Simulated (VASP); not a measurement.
Wanted: the native input for a VASP 6.6.1 run.

```yaml
Task: single point
Functional: PBE
Potentials_or_basis: VASP PAW PBE potentials, release 64 (Zn, P, Si)
Cutoff: 500 eV
k_mesh: 6 × 6 × 6
Occupations: gaussian, width 0.01 eV
Spin: no spin polarisation
Dipole_correction: no
Further_INCAR_settings: ALGO = Normal; EDIFF = 1e-06; NBANDS = 36
```

The structure of ZnSiP2 lies in POSCAR:

```
ZnSiP2
1.0
   -2.6818821070      2.6818821070      5.2164576500
    2.6818821070     -2.6818821070      5.2164576500
    2.6818821070      2.6818821070     -5.2164576500
Zn P Si
2 4 2
Direct
    0.0000000000      0.0000000000      0.0000000000
    0.7500000000      0.2500000000      0.5000000000
    0.3750000000      0.3923061802      0.5173061802
    0.1423061802      0.6250000000      0.0173061802
    0.8750000000      0.8576938198      0.4826938198
    0.6076938198      0.1250000000     -0.0173061802
    0.5000000000      0.5000000000      0.0000000000
    0.2500000000      0.7500000000      0.5000000000
```

One way to write it, as run:

INCAR

```
SYSTEM = ZnSiP2
PREC = Accurate
ENCUT = 500
EDIFF = 1E-6
ISMEAR = 0
SIGMA = 0.01
LREAL = .FALSE.
LASPH = .TRUE.
NELM = 120
ALGO = Normal
ISIF = 2
LWAVE = .FALSE.
LCHARG = .FALSE.
GGA = PE
NBANDS = 36
GGA_COMPAT = .FALSE.
```

KPOINTS

```
Automatic mesh
0
G
  6 6 6
  0 0 0
```

Potentials or basis: VASP PAW PBE potentials, release 64 (Zn, P, Si).

Run with:

```sh
$ cat potpaw_PBE.64/Zn/POTCAR potpaw_PBE.64/P/POTCAR potpaw_PBE.64/Si/POTCAR > POTCAR
$ mpirun -np 1 vasp_std > vasp.out
```

It gave:

The pressure is 2.8 GPa. The largest force is 0.035 eV/Å and the band gap on the k mesh is 1.30 eV.

It took 2.9 min on 1 thread of Intel(R) Xeon(R) Platinum 8488C (Sapphire Rapids), with other jobs on the host, peak memory 0.39 GiB.
